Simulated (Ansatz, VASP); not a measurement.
## CsO: VASP beside Ansatz

```xyz
4
Lattice="-2.1669 3.2187 3.7788 2.1669 -3.2187 3.7788 2.1669 3.2187 -3.7788" Properties=species:S:1:pos:R:3 pbc="T T T"
Cs    0.0000    0.0000    1.9163
Cs    0.0000    0.0000    5.6413
O     0.0000    3.9731    0.0000
O     0.0000    2.4642    0.0000
```

Alike in both runs: task single point; functional LDA; k mesh 6 × 6 × 6; occupations fermi-dirac, width 0.03 eV; no spin polarisation.

|  | VASP | Ansatz |
| --- | --- | --- |
| version | VASP 6.6.1 | Ansatz 0.2.0 |
| potentials or method | VASP PAW LDA potentials, release 64 (Cs_sv, O), cutoff 520 eV | all-electron LAPW, scalar-relativistic |

VASP gave:

- gap on the k mesh at the Fermi level (eV): 1.60
- pressure (GPa): -3.1
- traceless stress, the component that is largest in VASP (GPa): -0.50
- rms of the force components (eV/Å): 0.226

Problem. Which values does Ansatz return?

Solution. gap on the k mesh at the Fermi level (eV): 1.61; pressure (GPa): -3.4; traceless stress, the component that is largest in VASP (GPa): -0.71; rms of the force components (eV/Å): 0.314.

LDA's correlation is that of Perdew and Zunger in VASP and of Perdew and Wang (1992) in Ansatz. Atom by atom the forces differ by 0.089 eV/Å (rms over components). Ansatz ran all-electron here, and VASP with PAW potentials.

Spin-orbit coupling is off throughout.
